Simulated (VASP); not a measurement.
# Lu2MgH6 (P-3m1) in VASP: further runs

Lu2MgH6 is run at these levels: PBEsol; tasks: single point.

Program: VASP 6.6.1. These are calculated values, not measurements. Logs are shortened: lines on timing, memory, paths and dates and some standing lists are left out, and cuts for length are marked.

### Step 1. The cell of the first run

The structure is trigonal, space group P-3m1 (No. 164). The conventional cell has a = 5.291 Å, b = 5.291 Å, c = 3.435 Å, α = 90.00°, β = 90.00°, γ = 120.00°. Within 2.8 Å of Lu (site symmetry 3m) lie 12 H at 2.15 to 2.66 Å. Within 2.6 Å of Mg (site symmetry -3m) lie 6 H at 1.95 Å. Within 2.7 Å of H (site symmetry m) lie 1 Mg at 1.95 Å and 4 Lu at 2.15 to 2.66 Å and 6 H at 2.25 to 2.47 Å.

### Step 2. Single point, PBEsol

The input, INCAR:

```
SYSTEM = Lu2MgH6
ALGO = Normal
EDIFF = 1E-6
ENCUT = 520
GGA = PS
ISIF = 2
ISMEAR = 0
LASPH = .TRUE.
LCHARG = .FALSE.
LREAL = .FALSE.
LWAVE = .FALSE.
NBANDS = 39
NELM = 100
PREC = Accurate
SIGMA = 0.05
```

The input, KPOINTS:

```
k-points
0
G
  9 9 8
  0 0 0
```

The input, POSCAR:

```
Lu2MgH6
1.0
    5.2912897432      0.0000000028      0.0000000000
   -2.6456448740      4.5823913350      0.0000000000
    0.0000000000      0.0000000000      3.4349227492
Lu Mg H
2 1 6
Direct
    0.3333333333      0.6666666667      0.2536351116
    0.6666666667      0.3333333333      0.7463648884
    0.0000000000      0.0000000000      0.0000000000
    0.8081172801      0.1918827199      0.2478685332
    0.8081172801      0.6162345603      0.2478685332
    0.3837654397      0.1918827199      0.2478685332
    0.1918827199      0.8081172801      0.7521314668
    0.6162345603      0.8081172801      0.7521314668
    0.1918827199      0.3837654397      0.7521314668
```

Potentials or basis: VASP PAW PBE potentials, release 64 (Lu, Mg, H).

Launch:

```console
> cat potpaw_PBE.64/Lu/POTCAR potpaw_PBE.64/Mg/POTCAR potpaw_PBE.64/H/POTCAR > POTCAR
> mpirun -np 1 vasp_std > vasp.out
```

OUTCAR:

```text
SYSTEM = Lu2MgH6
   EDIFF = 1E-6
   ENCUT = 520
   GGA = PS
   ISIF = 2
   ISMEAR = 0
   LASPH = .TRUE.
   LREAL = .FALSE.
   NELM = 100
   PREC = Accurate

 ion  position               nearest neighbor table
   1  0.333  0.667  0.254-   7 2.15   9 2.15   8 2.15   7 2.16   9 2.16   8 2.16   3 3.18   3 3.18
                             3 3.18   2 3.49   2 3.49   2 3.49   2 3.52   2 3.52   2 3.52
   2  0.667  0.333  0.746-   4 2.15   5 2.15   6 2.15   4 2.16   5 2.16   6 2.16   3 3.18   3 3.18
                             3 3.18   1 3.49   1 3.49   1 3.49   1 3.52   1 3.52   1 3.52
   3  0.000  0.000  0.000-   5 1.95   9 1.95   8 1.95   6 1.95   4 1.95   7 1.95   1 3.18   2 3.18
                             1 3.18   2 3.18   2 3.18   1 3.18
   4  0.808  0.192  0.248-   3 1.95   2 2.15   2 2.16
   5  0.808  0.616  0.248-   3 1.95   2 2.15   2 2.16
   6  0.384  0.192  0.248-   3 1.95   2 2.15   2 2.16
   7  0.192  0.808  0.752-   3 1.95   1 2.15   1 2.16
   8  0.616  0.808  0.752-   3 1.95   1 2.15   1 2.16
   9  0.192  0.384  0.752-   3 1.95   1 2.15   1 2.16

  LATTYP: Found a hexagonal cell.
 ALAT       =     5.2912897432
 C/A-ratio  =     0.6491654995

  Lattice vectors:

 A1 = (   5.2912897432,   0.0000000028,   0.0000000000)
 A2 = (  -2.6456448740,   4.5823913350,   0.0000000000)
 A3 = (   0.0000000000,   0.0000000000,   3.4349227492)

Analysis of symmetry for initial positions (statically):
=====================================================================
 Subroutine PRICEL returns:
 Original cell was already a primitive cell.

 Routine SETGRP: Setting up the symmetry group for a
 hexagonal supercell.

 Subroutine GETGRP returns: Found 12 space group operations
 (whereof 12 operations were pure point group operations)
 out of a pool of 24 trial point group operations.

The static configuration has the point symmetry D_3d.

Analysis of symmetry for dynamics (positions and initial velocities):
=====================================================================
 Subroutine PRICEL returns:
 Original cell was already a primitive cell.

 Routine SETGRP: Setting up the symmetry group for a
 hexagonal supercell.

 Subroutine GETGRP returns: Found 12 space group operations
 (whereof 12 operations were pure point group operations)
 out of a pool of 24 trial point group operations.

The dynamic configuration has the point symmetry D_3d.

 Subroutine INISYM returns: Found 12 space group operations
 (whereof 12 operations are pure point group operations),
 and found     1 'primitive' translations

----------------------------------------------------------------------------------------

                                     Primitive cell

  volume of cell :      83.2857

  direct lattice vectors                    reciprocal lattice vectors
     5.291289743  0.000000003  0.000000000     0.188989840  0.109113335  0.000000000
    -2.645644874  4.582391335  0.000000000    -0.000000000  0.218226670  0.000000000
     0.000000000  0.000000000  3.434922749     0.000000000  0.000000000  0.291127362

  length of vectors
     5.291289743  5.291289743  3.434922749     0.218226670  0.218226670  0.291127362

  position of ions in fractional coordinates (direct lattice)
     0.333333333  0.666666667  0.253635112
     0.666666667  0.333333333  0.746364888
     0.000000000  0.000000000  0.000000000
     0.808117280  0.191882720  0.247868533
     0.808117280  0.616234560  0.247868533
     0.383765440  0.191882720  0.247868533
     0.191882720  0.808117280  0.752131467
     0.616234560  0.808117280  0.752131467
     0.191882720  0.383765440  0.752131467

  ion indices of the primitive-cell ions
   primitive index   ion index
                 1           1
                 2           2
                 3           3
                 4           4
                 5           5
                 6           6
                 7           7
                 8           8
                 9           9

----------------------------------------------------------------------------------------

 KPOINTS: k-points

Automatic generation of k-mesh.
 Grid dimensions read from file:
 generate k-points for:    9    9    8

 Generating k-lattice:

  Cartesian coordinates                     Fractional coordinates (reciprocal lattice)
     0.020998871  0.012123704  0.000000000     0.111111111  0.000000000  0.000000000
    -0.000000000  0.024247408  0.000000000     0.000000000  0.111111111  0.000000000
     0.000000000  0.000000000  0.036390920     0.000000000  0.000000000  0.125000000

  Length of vectors
     0.024247408  0.024247408  0.036390920

  Shift w.r.t. Gamma in fractional coordinates (k-lattice)
     0.000000000  0.000000000  0.000000000

 Subroutine IBZKPT returns following result:
 ===========================================

 Found     81 irreducible k-points:

 Following reciprocal coordinates:
            Coordinates               Weight
  0.000000  0.000000  0.000000      1.000000
  0.111111  0.000000  0.000000      6.000000
  0.222222  0.000000  0.000000      6.000000
  0.333333  0.000000  0.000000      6.000000
  0.444444  0.000000  0.000000      6.000000
  0.111111  0.111111  0.000000      6.000000
[... 16 lines left out ...]
  0.222222  0.111111  0.125000     12.000000
 -0.111111  0.333333  0.125000     12.000000
 [... further k-points ...]
   k-points           NKPTS =     81   k-points in BZ     NKDIM =     81   number of bands    NBANDS=     39
   number of dos      NEDOS =    301   number of ions     NIONS =      9
   total plane-waves  NPLWV =  44800
   dimension x,y,z NGX =    40 NGY =   40 NGZ =   28
   dimension x,y,z NGXF=    80 NGYF=   80 NGZF=   56
   ions per type =               2   1   6
   NGX,Y,Z   is equivalent  to a cutoff of  12.57, 12.57, 13.55 a.u.
   NGXF,Y,Z  is equivalent  to a cutoff of  25.14, 25.14, 27.10 a.u.
 SYSTEM =  Lu2MgH6
   PREC   = accura    normal or accurate (medium, high low for compatibility)
   ISTART =      0    job   : 0-new  1-cont  2-samecut
   ICHARG =      2    charge: 1-file 2-atom 10-const
   ISPIN  =      1    spin polarized calculation?
   LNONCOLLINEAR =      F non collinear calculations
   LSORBIT =      F    spin-orbit coupling
   LASPH  =      T    aspherical Exc in radial PAW
   ENCUT  =  520.0 eV  38.22 Ry    6.18 a.u.   9.84  9.84  6.39*2*pi/ulx,y,z
   NELM   =    100;   NELMIN=  2; NELMDL= -5     # of ELM steps
   EDIFF  = 0.1E-05   stopping-criterion for ELM
   LREAL  =      F    real-space projection
   EDIFFG = 0.1E-04   stopping-criterion for IOM
   NSW    =      0    number of steps for IOM
   IBRION =     -1    ionic relax: 0-MD 1-quasi-New 2-CG
   NFREE  =      0    steps in history (QN), initial steepest desc. (CG)
   ISIF   =      2    stress and relaxation
   ISYM   =      2    0-nonsym 1-usesym 2-fastsym
   POTIM  = 0.5000    time-step for ionic-motion
   TEBEG  =    0.0;   TEEND  =   0.0 temperature during run
   PSTRESS=    0.0 pullay stress
   NELECT =      58.0000    total number of electrons
   NUPDOWN=      -1.0000    fix difference up-down
   EMIN   =  10.00;   EMAX   =-10.00  energy-range for DOS
   EFERMI =   0.00;   METHOD = LEGACY
   ISMEAR =     0;   SIGMA  =   0.05  broadening in eV -4-tet -1-fermi 0-gaus
   EFERMI_NEDOS =   21; number of points for ismear=-14 and -15
   IALGO  =     38    algorithm
   IMIX   =      4    mixing-type and parameters
     AMIX     =   0.40;   BMIX     =  1.00
     AMIX_MAG =   1.60;   BMIX_MAG =  1.00
  volume/ion in A,a.u.               =       9.25        62.45
  Fermi-wavevector in a.u.,A,eV,Ry     =   1.451089  2.742160 28.649218  2.105658
  Thomas-Fermi vector in A             =   2.568626
   LORBIT       =      0    0 simple, 1 ext, 2 COOP (PROOUT), +10 PAW based schemes
   GGA     = PS    functional components
   LHFCALC =     F    Hartree Fock is set to
   AEXX    =    0.0000 exact exchange contribution
   IVDW    =     0    specifies the selected vdW correction
   LEPSILON=     F    determine dielectric tensor
   LRPA    =     F    only Hartree local field effects (RPA)
 non-spin polarized calculation
 Gauss-broadening in eV      SIGMA  =   0.05
  energy-cutoff  :      520.00
  volume of cell :       83.29
 maximum number of plane-waves:      2259
   NGX = 19   NGY = 19   NGZ = 13

 number of electron      57.9999992 magnetization

 Free energy of the ion-electron system (eV)
  ---------------------------------------------------
  ext. energy  EPLUGINS =         0.00000000
  ---------------------------------------------------
  free energy    TOTEN  =       -34.05236246 eV

  energy without entropy =      -34.04728114  energy(sigma->0) =      -34.04982180

 E-fermi :   3.8502     XC(G=0): -11.0368

 val. band max:        3.8273217933   @ k =   0.3333   0.2222   0.5000
 cond. band min:       3.8524208565   @ k =  -0.2222  -0.4444   0.2500
 fundamental gap:      0.0250990632
 Fermi energy:         3.8501984217

 k-point     1 :       0.0000    0.0000    0.0000
  band No.  band energies     occupation
      1     -52.8701      2.00000
      2     -52.8444      2.00000
      3     -23.7371      2.00000
      4     -23.7371      2.00000
      5     -23.5089      2.00000
      6     -23.5089      2.00000
[... 31 lines left out ...]
     38       9.1296      0.00000
     39       9.5852      0.00000

 k-point     2 :       0.1111    0.0000    0.0000
  band No.  band energies     occupation
      1     -52.8695      2.00000
      2     -52.8451      2.00000
      3     -23.7416      2.00000
      4     -23.7337      2.00000
      5     -23.5140      2.00000
      6     -23.5046      2.00000
[... 913 lines left out ...]
     38       8.5612      0.00000
     39       9.0363      0.00000

 k-point    24 :      -0.1111    0.3333    0.1250
  band No.  band energies     occupation
      1     -52.8633      2.00000
      2     -52.8476      2.00000
      3     -23.7458      2.00000
      4     -23.7052      2.00000
      5     -23.5528      2.00000
      6     -23.4896      2.00000
[... 31 lines left out ...]
     38       8.6111      0.00000
     39       9.1091      0.00000

 [... further k-points ...]

------------------------ aborting loop because EDIFF is reached ----------------------------------------

  FORCE on cell =-STRESS in cart. coord.  units (eV):
  Direction    XX          YY          ZZ          XY          YZ          ZX
  --------------------------------------------------------------------------------------
  -------------------------------------------------------------------------------------
  Total        0.0429282      0.0429282      0.0991149      0.0000000      0.0000000      0.0000000
  in kB        0.8258155      0.8258155      1.9066841      0.0000000      0.0000000      0.0000000
  external PRESSURE =       1.1861050 kB  Pullay stress =       0.0000000 kB

 VOLUME and BASIS-vectors are now :
 -----------------------------------------------------------------------------
  energy-cutoff  :      520.00
  volume of cell :       83.29
      direct lattice vectors                 reciprocal lattice vectors
     5.291289743  0.000000003  0.000000000     0.188989840  0.109113335  0.000000000
    -2.645644874  4.582391335  0.000000000    -0.000000000  0.218226670  0.000000000
     0.000000000  0.000000000  3.434922749     0.000000000  0.000000000  0.291127362

 POSITION                                       TOTAL-FORCE (eV/Angst)
 -----------------------------------------------------------------------------------
     -0.00000      3.05493      0.87122         0.000000      0.000000      0.006795
      2.64564      1.52746      2.56371         0.000000      0.000000     -0.006795
      0.00000      0.00000      0.00000         0.000000      0.000000      0.000000
      3.76833      0.87928      0.85141         0.009436     -0.005448     -0.000107
      2.64564      2.82383      0.85141        -0.000000      0.010896     -0.000107
      1.52296      0.87928      0.85141        -0.009436     -0.005448     -0.000107
     -1.12268      3.70311      2.58351        -0.009436      0.005448      0.000107
      1.12268      3.70311      2.58351         0.009436      0.005448      0.000107
     -0.00000      1.75856      2.58351         0.000000     -0.010896      0.000107
 -----------------------------------------------------------------------------------
    total drift:                               -0.000000      0.000000      0.000000

  FREE ENERGIE OF THE ION-ELECTRON SYSTEM (eV)
  ---------------------------------------------------
  free  energy   TOTEN  =       -34.0523624595 eV

  energy  without entropy=      -34.0472811403  energy(sigma->0) =      -34.04982180
```

Run time: 4.6 min. Hardware: 1 thread of Intel Xeon Platinum 8259CL at 2.50GHz (Skylake/Cascade Lake), shared host; peak memory 0.38 GiB.

Results:

```yaml
Free_energy: -34.0524 eV
Pressure: 0.1 GPa
Largest_force: 0.011 eV/Å
Band_gap_on_the_k_mesh: zero (bands 29 and 30 overlap by 2.28 eV)
```

Forces on the atoms (eV/Å):
```
Lu   0.000  0.000  0.007
Lu   0.000  0.000 -0.007
Mg   0.000  0.000  0.000
H    0.009 -0.005  0.000
H    0.000  0.011  0.000
H   -0.009 -0.005  0.000
H   -0.009  0.005  0.000
H    0.009  0.005  0.000
H    0.000 -0.011  0.000
```

Stress tensor (GPa, compression positive):
```
0.08 0.00 0.00
0.00 0.08 0.00
0.00 0.00 0.19
```

Caveat: the PAW data sets were made with another functional, which shifts forces and pressure a little; spin-orbit coupling is left out, which moves the levels of the heavy elements.

(Part 1 of 2 ends here.)

The gap in the log of VASP goes by the Fermi energy; the results here count the filled bands.